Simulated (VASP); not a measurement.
Input of a VASP 6.6.1 run:

Contents of INCAR:

```
SYSTEM = SnO2
PREC = Accurate ; ENCUT = 520
EDIFF = 1E-6 ; ISMEAR = 0
SIGMA = 0.05 ; LREAL = .False.
LASPH = .True. ; NELM = 60
ALGO = Normal ; ISIF = 2
LWAVE = .False. ; LCHARG = .False.
GGA = PE ; NBANDS = 35
```

The input KPOINTS:

```
Automatic mesh
0
Gamma
  6 6 8
  0 0 0
```

POSCAR

```
SnO2
1.0
    5.0208131959      0.0000000000      0.0000000000
    0.0000000000      5.0208131959      0.0000000000
    0.0000000000      0.0000000000      3.3675105782
Sn O
2 4
Direct
    0.0000000000      0.0000000000      0.0000000000
    0.5000000000      0.5000000000      0.5000000000
    0.3066050863      0.3066050863      0.0000000000
    0.1933949137      0.8066050863      0.5000000000
    0.6933949137      0.6933949137      0.0000000000
    0.8066050863      0.1933949137      0.5000000000
```

Potentials or basis: VASP PAW PBE potentials, release 64 (Sn_d, O).

Run with:

```sh
$ cat potpaw_PBE.64/Sn_d/POTCAR potpaw_PBE.64/O/POTCAR > POTCAR
$ mpirun -np 1 vasp_std > vasp.out
```

(1) What does it give for the band gap on the k mesh?

(2) What does it give for the pressure?

Results:

(1) 0.09 eV (least direct gap 0.47 eV).

(2) -15.4 GPa.

Caveat: the cell differs from its parent crystal (strain +0.040 along x and y, +0.040 along z); the cell stands under tension; semilocal functionals underestimate gaps, and a narrow one can read as zero; spin-orbit coupling is left out, which moves the levels of the heavy elements.
